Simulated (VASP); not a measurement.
# BAs (ae) (F-43m) in VASP: notebook, part 2 of 2

VASP 6.6.1. Earlier steps stand in the parts before.

### Step 5. Single point, PBE (volume scaled by 1.09)

INCAR reads:

```
PREC = Accurate
ENCUT = 500
EDIFF = 1E-6
ISMEAR = 0
SIGMA = 0.02
LREAL = F
LASPH = T
NELM = 120
ALGO = Normal
ISIF = 2
LWAVE = F
LCHARG = T
GGA = PE
LELF = T
LVHAR = T
NBANDS = 11
GGA_COMPAT = F
```

KPOINTS reads:

```
regular mesh
0
Gamma
  10 10 10
```

POSCAR reads:

```
BAs
1.0
    0.0000000000      2.4744544290      2.4744544290
    2.4744544290      0.0000000000      2.4744544290
    2.4744544290      2.4744544290      0.0000000000
B As
1 1
Direct
    0.0000000000      0.0000000000      0.0000000000
    0.2500000000      0.2500000000      0.2500000000
```

On the command line:

```
> cat potpaw_PBE.64/B/POTCAR potpaw_PBE.64/As/POTCAR > POTCAR
> mpirun -np 1 vasp_std > vasp.out
```

It took 8.5 s on 1 thread of Intel Xeon 6975P-C (Granite Rapids), shared host; peak memory 0.16 GiB.

Results (log left out):

| Item | Value |
| --- | --- |
| Free energy | -11.3421 eV |
| Pressure | -9.0 GPa |
| Band gap on the k mesh | 1.28 eV, indirect (least direct gap 3.15 eV) |

Levels at points of the mesh, in eV from the valence-band top:
| k point | band 2 | band 3 | band 4 | band 5 | band 6 | band 7 |
| --- | --- | --- | --- | --- | --- | --- |
| (0.00, 0.00, 0.00) | 0.00 | 0.00 | 0.00 | 3.15 | 3.15 | 3.15 |
| (0.50, 0.00, 0.00) | -8.05 | -1.64 | -1.64 | 2.10 | 4.65 | 4.65 |
| (0.50, 0.50, 0.00) | -7.96 | -3.65 | -3.65 | 1.53 | 1.55 | 10.38 |

Caveat: the cell differs from its parent crystal (volume scaled by 1.09). A k mesh can miss the band edges.

### Step 6. Relaxation of cell and atoms, PBE

This run uses another cell than the first one, of 14.07 Å³/atom, 1.012 times its volume.

INCAR reads:

```
SYSTEM = BAs
  PREC = Accurate
  ENCUT = 500
  EDIFF = 1E-7
  ISMEAR = 0
  SIGMA = 0.02
  LREAL = .FALSE.
  LASPH = .TRUE.
  NELM = 120
  ALGO = Normal
  ISIF = 3
  LWAVE = .FALSE.
  LCHARG = .FALSE.
  GGA = PE
  IBRION = 2
  NSW = 50
  EDIFFG = -0.003
  GGA_COMPAT = .FALSE.
  NELMIN = 4
```

KPOINTS reads:

```
regular mesh
0
G
  10 10 10
  0 0 0
```

POSCAR reads:

```
BAs
1.0
    0.0000000000      2.4141681481      2.4141681481
    2.4141681481      0.0000000000      2.4141681481
    2.4141681481      2.4141681481      0.0000000000
B As
1 1
Direct
    0.0000000000      0.0000000000      0.0000000000
    0.2500000000      0.2500000000      0.2500000000
```

Potentials or basis: VASP PAW PBE potentials, release 64 (B, As).

On the command line:

```
> cat potpaw_PBE.64/B/POTCAR potpaw_PBE.64/As/POTCAR > POTCAR
> mpirun -np 1 vasp_std > vasp.out
```

OUTCAR:

```text
SYSTEM = BAs
   PREC = Accurate
   ENCUT = 500
   EDIFF = 1E-7
   ISMEAR = 0
   LREAL = .FALSE.
   LASPH = .TRUE.
   NELM = 120
   ISIF = 3
   GGA = PE
   IBRION = 2
   NSW = 50
   EDIFFG = -0.003
   NELMIN = 4

 ion  position               nearest neighbor table
   1  0.000  0.000  0.000-   2 2.09   2 2.09   2 2.09   2 2.09
   2  0.250  0.250  0.250-   1 2.09   1 2.09   1 2.09   1 2.09

  LATTYP: Found a face centered cubic cell.
 ALAT       =     4.8283362962

  Lattice vectors:

 A1 = (   0.0000000000,   2.4141681481,   2.4141681481)
 A2 = (   2.4141681481,   0.0000000000,   2.4141681481)
 A3 = (   2.4141681481,   2.4141681481,   0.0000000000)

Analysis of symmetry for initial positions (statically):
=====================================================================
 Subroutine PRICEL returns:
 Original cell was already a primitive cell.

 Routine SETGRP: Setting up the symmetry group for a
 face centered cubic supercell.

 Subroutine GETGRP returns: Found 24 space group operations
 (whereof 24 operations were pure point group operations)
 out of a pool of 48 trial point group operations.

The static configuration has the point symmetry T_d .

Analysis of symmetry for dynamics (positions and initial velocities):
=====================================================================
 Subroutine PRICEL returns:
 Original cell was already a primitive cell.

 Routine SETGRP: Setting up the symmetry group for a
 face centered cubic supercell.

 Subroutine GETGRP returns: Found 24 space group operations
 (whereof 24 operations were pure point group operations)
 out of a pool of 48 trial point group operations.

The dynamic configuration has the point symmetry T_d .

 Subroutine INISYM returns: Found 24 space group operations
 (whereof 24 operations are pure point group operations),
 and found     1 'primitive' translations

----------------------------------------------------------------------------------------

                                     Primitive cell

  volume of cell :      28.1405

  direct lattice vectors                    reciprocal lattice vectors
     0.000000000  2.414168148  2.414168148    -0.207110677  0.207110677  0.207110677
     2.414168148  0.000000000  2.414168148     0.207110677 -0.207110677  0.207110677
     2.414168148  2.414168148  0.000000000     0.207110677  0.207110677 -0.207110677

  length of vectors
     3.414149337  3.414149337  3.414149337     0.358726216  0.358726216  0.358726216

  position of ions in fractional coordinates (direct lattice)
     0.000000000  0.000000000  0.000000000
     0.250000000  0.250000000  0.250000000

  ion indices of the primitive-cell ions
   primitive index   ion index
                 1           1
                 2           2

----------------------------------------------------------------------------------------

 KPOINTS: regular mesh

Automatic generation of k-mesh.
 Grid dimensions read from file:
 generate k-points for:   10   10   10

 Generating k-lattice:

[... 23 lines left out ...]
  0.500000  0.000000  0.000000      4.000000
[... 16 lines left out ...]
  0.300000  0.300000  0.000000      6.000000
  0.400000  0.300000  0.000000     24.000000
 [... further k-points ...]
   k-points           NKPTS =     47   k-points in BZ     NKDIM =     47   number of bands    NBANDS=      8
   number of dos      NEDOS =    301   number of ions     NIONS =      2
   total plane-waves  NPLWV =  21952
   dimension x,y,z NGX =    28 NGY =   28 NGZ =   28
   dimension x,y,z NGXF=    56 NGYF=   56 NGZF=   56
   ions per type =               1   1
   NGX,Y,Z   is equivalent  to a cutoff of  13.63, 13.63, 13.63 a.u.
   NGXF,Y,Z  is equivalent  to a cutoff of  27.27, 27.27, 27.27 a.u.
 SYSTEM =  BAs
   PREC   = accura    normal or accurate (medium, high low for compatibility)
   ISTART =      0    job   : 0-new  1-cont  2-samecut
   ICHARG =      2    charge: 1-file 2-atom 10-const
   ISPIN  =      1    spin polarized calculation?
   LNONCOLLINEAR =      F non collinear calculations
   LSORBIT =      F    spin-orbit coupling
   LASPH  =      T    aspherical Exc in radial PAW
   ENCUT  =  500.0 eV  36.75 Ry    6.06 a.u.   6.22  6.22  6.22*2*pi/ulx,y,z
   NELM   =    120;   NELMIN=  4; NELMDL= -5     # of ELM steps
   EDIFF  = 0.1E-06   stopping-criterion for ELM
   LREAL  =      F    real-space projection
   EDIFFG = -.3E-02   stopping-criterion for IOM
   NSW    =     50    number of steps for IOM
   IBRION =      2    ionic relax: 0-MD 1-quasi-New 2-CG
   NFREE  =      1    steps in history (QN), initial steepest desc. (CG)
   ISIF   =      3    stress and relaxation
   ISYM   =      2    0-nonsym 1-usesym 2-fastsym
   POTIM  = 0.5000    time-step for ionic-motion
   TEBEG  =    0.0;   TEEND  =   0.0 temperature during run
   PSTRESS=    0.0 pullay stress
   NELECT =       8.0000    total number of electrons
   NUPDOWN=      -1.0000    fix difference up-down
   EMIN   =  10.00;   EMAX   =-10.00  energy-range for DOS
   EFERMI =   0.00;   METHOD = LEGACY
   ISMEAR =     0;   SIGMA  =   0.02  broadening in eV -4-tet -1-fermi 0-gaus
   EFERMI_NEDOS =   21; number of points for ismear=-14 and -15
   IALGO  =     38    algorithm
   IMIX   =      4    mixing-type and parameters
     AMIX     =   0.40;   BMIX     =  1.00
     AMIX_MAG =   1.60;   BMIX_MAG =  1.00
  volume/ion in A,a.u.               =      14.07        94.95
  Fermi-wavevector in a.u.,A,eV,Ry     =   1.076450  2.034196 15.765686  1.158745
  Thomas-Fermi vector in A             =   2.212335
   LORBIT       =      0    0 simple, 1 ext, 2 COOP (PROOUT), +10 PAW based schemes
   GGA     = PE    functional components
   LHFCALC =     F    Hartree Fock is set to
   AEXX    =    0.0000 exact exchange contribution
   IVDW    =     0    specifies the selected vdW correction
   LEPSILON=     F    determine dielectric tensor
   LRPA    =     F    only Hartree local field effects (RPA)
 conjugate gradient relaxation of ions
 non-spin polarized calculation
 Gauss-broadening in eV      SIGMA  =   0.02
  energy-cutoff  :      500.00
  volume of cell :       28.14
 maximum number of plane-waves:       728
 NGX is ok and might be reduce to    28
   NGX = 13   NGY = 13   NGZ = 13

--------------------------------------- Ionic step        1  -------------------------------------------

 number of electron       8.0000000 magnetization

 Free energy of the ion-electron system (eV)
  ---------------------------------------------------
  ext. energy  EPLUGINS =         0.00000000
  ---------------------------------------------------
  free energy    TOTEN  =       -11.41285806 eV

  energy without entropy =      -11.41285806  energy(sigma->0) =      -11.41285806

------------------------ aborting loop because EDIFF is reached ----------------------------------------

  FORCE on cell =-STRESS in cart. coord.  units (eV):
  Direction    XX          YY          ZZ          XY          YZ          ZX
  --------------------------------------------------------------------------------------
  -------------------------------------------------------------------------------------
  Total       -0.1673792     -0.1673792     -0.1673792      0.0000000     -0.0000000      0.0000000
  in kB       -9.5297089     -9.5297089     -9.5297089      0.0000000     -0.0000000      0.0000000
  external PRESSURE =      -9.5297089 kB  Pullay stress =       0.0000000 kB
[... 59 lines left out ...]
--------------------------------------- Ionic step        3  -------------------------------------------

 number of electron       8.0000000 magnetization

 Free energy of the ion-electron system (eV)
  ---------------------------------------------------
  ext. energy  EPLUGINS =         0.00000000
  ---------------------------------------------------
  free energy    TOTEN  =       -11.41348294 eV

  energy without entropy =      -11.41348294  energy(sigma->0) =      -11.41348294

 E-fermi :   5.9591     XC(G=0): -10.4777

 val. band max:        5.8569062626   @ k =   0.0000   0.0000   0.0000
 cond. band min:       7.0576527460   @ k =   0.4000   0.4000   0.0000
 fundamental gap:      1.2007464834
 Fermi energy:         5.9590600936

 k-point     1 :       0.0000    0.0000    0.0000
  band No.  band energies     occupation
      1      -9.3217      2.00000
      2       5.8569      2.00000
      3       5.8569      2.00000
      4       5.8569      2.00000
      5       9.1029      0.00000
      6       9.1029      0.00000
      7       9.1029      0.00000
      8      10.2323      0.00000
[... 243 lines left out ...]
 k-point    24 :       0.4000    0.3000    0.0000
  band No.  band energies     occupation
      1      -6.7448      2.00000
      2      -0.5352      2.00000
      3       1.9822      2.00000
      4       2.4595      2.00000
      5       7.5659      0.00000
      6       9.2432      0.00000
      7      14.5186      0.00000
      8      14.7644      0.00000

 [... further k-points ...]
[... 5 lines left out ...]
  --------------------------------------------------------------------------------------
  -------------------------------------------------------------------------------------
  Total        0.0017242      0.0017242      0.0017242      0.0000000      0.0000000      0.0000000
  in kB        0.0988987      0.0988987      0.0988987      0.0000000      0.0000000      0.0000000
  external PRESSURE =       0.0988987 kB  Pullay stress =       0.0000000 kB
[... 17 lines left out ...]
  FREE ENERGIE OF THE ION-ELECTRON SYSTEM (eV)
  ---------------------------------------------------
  free  energy   TOTEN  =       -11.4134829362 eV

  energy  without entropy=      -11.4134829362  energy(sigma->0) =      -11.41348294

 reached required accuracy - stopping structural energy minimisation
```

Run time: 13 s. Hardware: 1 thread of Intel Xeon 6975P-C (Granite Rapids), shared host; peak memory 0.16 GiB.

Results:

```
Free energy                            : -11.4135 eV
Relaxed volume                         : 13.97 Å³/atom
Relaxed cell                           : a = 3.406 Å, b = 3.406 Å, c = 3.406 Å, α = 60.00°, β = 60.00°, γ = 60.00°
Space group after relaxing (to 0.05 Å) : F-43m (No. 216)
Energy gained by relaxing              : 0.3 meV/atom
Ionic steps                            : 3
Pressure after relaxing                : 0.0 GPa
Band gap on the k mesh                 : 1.20 eV, indirect (least direct gap 3.25 eV)
```

Step by step:
```csv
step,energy change (eV),largest force (eV/Å),pressure (GPa),volume (Å³)
1,0.0000,0.0000,-0.95,28.14
2,-0.0004,0.0000,0.64,27.80
3,-0.0006,0.0000,0.01,27.93
```

Final structure:
```cif
data_structure
_symmetry_space_group_name_H-M 'P 1'
_symmetry_Int_Tables_number 1
_cell_length_a 3.4057
_cell_length_b 3.4057
_cell_length_c 3.4057
_cell_angle_alpha 60.000
_cell_angle_beta 60.000
_cell_angle_gamma 60.000
_cell_volume 27.93
loop_
_atom_site_label
_atom_site_type_symbol
_atom_site_fract_x
_atom_site_fract_y
_atom_site_fract_z
_atom_site_occupancy
B1 B 0.00000 0.00000 0.00000 1
As1 As 0.25000 0.25000 0.25000 1
```

Levels at points of the mesh, in eV from the valence-band top:
```
           k point  band 2  band 3  band 4  band 5  band 6  band 7
(0.00, 0.00, 0.00)    0.00    0.00    0.00    3.25    3.25    3.25
(0.50, 0.00, 0.00)   -8.61   -1.78   -1.78    2.55    4.75    4.75
(0.50, 0.50, 0.00)   -8.39   -3.98   -3.98    1.46    1.46   11.13
```

A k mesh can miss the band edges. As with any semilocal functional, this PBE gap is likely too small.

### Step 7. The runs side by side

```tsv
task	cell	gap on the mesh (eV)	pressure (GPa)
single point	a = 3.400 Å, angles 60.0°, 2 atoms	1.20	0.6
single point	a = 3.434 Å, angles 60.0°, 2 atoms	1.23	-3.1
single point	a = 3.467 Å, angles 60.0°, 2 atoms	1.25	-6.3
single point	a = 3.499 Å, angles 60.0°, 2 atoms	1.28	-9.0
relaxation of cell and atoms	relaxed from a = 3.414 Å, angles 60.0°, 2 atoms	1.20	0.0
```

Alike in all rows: level PBE; potentials or basis VASP PAW PBE potentials, release 64 (B, As); no spin polarisation; k mesh 10 × 10 × 10; cutoff (eV) 500; smearing gaussian 0.02 eV.

Absolute energies hang on the potentials; compare differences alone.
